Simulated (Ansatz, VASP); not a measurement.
BeTe in VASP and in Ansatz

File POSCAR:

```
BeTe
1.0
    0.0000000000      2.9417685705      2.9417685705
    2.9417685705      0.0000000000      2.9417685705
    2.9417685705      2.9417685705      0.0000000000
Be Te
1 1
Direct
    0.0000000000      0.0000000000      0.0000000000
    0.2500000000      0.2500000000      0.2500000000
```

INCAR.step1

```
PREC = Accurate ; ENCUT = 520
EDIFF = 1E-5 ; ISMEAR = 0
SIGMA = 0.01 ; LREAL = F
LASPH = T ; NELM = 60
ALGO = Normal ; ISIF = 2
LWAVE = T ; LCHARG = F
NBANDS = 11 ; GGA = PE
```

The input INCAR.step2:

```
PREC = Accurate ; ENCUT = 520
EDIFF = 1E-7 ; ISMEAR = 0
SIGMA = 0.01 ; LREAL = F
LASPH = T ; NELM = 60
ALGO = Normal ; ISIF = 2
LWAVE = F ; LCHARG = F
GGA = PE ; LHFCALC = T
HFSCREEN = 0.2079 ; PRECFOCK = Normal
NBANDS = 11 ; ISTART = 1
```

KPOINTS

```
regular mesh
0
Gamma
  6 6 6
```

Input for Ansatz:

```yaml
crystal:
  lattice:
    - [0.0, 2.9417685705, 2.9417685705]
    - [2.9417685705, 0.0, 2.9417685705]
    - [2.9417685705, 2.9417685705, 0.0]
  atoms:
    - { symbol: Be, position: [0.0, 0.0, 0.0] }
    - { symbol: Te, position: [0.25, 0.25, 0.25] }
kpoints:
  mp_grid: { grid: [6, 6, 6] }
  band_path:
    path:
      - [0.0, 0.0, 0.0]
      - [-0.5, -0.5, 0.0]
      - [-0.375, -0.375, 0.25]
      - [-0.375, 0.0, 0.375]
      - [0.0, 0.0, 0.5]
      - [-0.5, -0.25, 0.25]
      - [0.0, 0.5, 0.5]
    npoints: 1
hamiltonian:
  xc: hse06
scf:
  occupations: { method: fixed }
  n_extra_bands: 4
output:
  forces: true
  stress: true
  eigenvalues: true
```

Change from the starting cell: hydrostatic strain +4.0%.

Alike in both runs: task single point; functional HSE06; k mesh 6 × 6 × 6; no spin polarisation.

```csv
,VASP,Ansatz
version,VASP 6.6.1,Ansatz 0.2.0
potentials or method,"VASP PAW PBE potentials, release 64 (Be, Te)","plane waves, PAW"
plane-wave cutoff (eV),520,420
occupations,"gaussian, width 0.01 eV",fixed
valence electrons in the cell,8,18
```

```csv
,VASP,Ansatz,Ansatz less VASP
gap on the k mesh at the Fermi level (eV),2.94,2.96,+0.017
pressure (GPa),-6.3,-6.2,+0.10
```

VASP's potentials hold 8 valence electrons a cell and Ansatz's 18, so a difference there can come from the potentials and not from the codes. Ansatz's warnings: stress exchange threshold loose, stress scf threshold loose.

Spin-orbit coupling is off throughout.
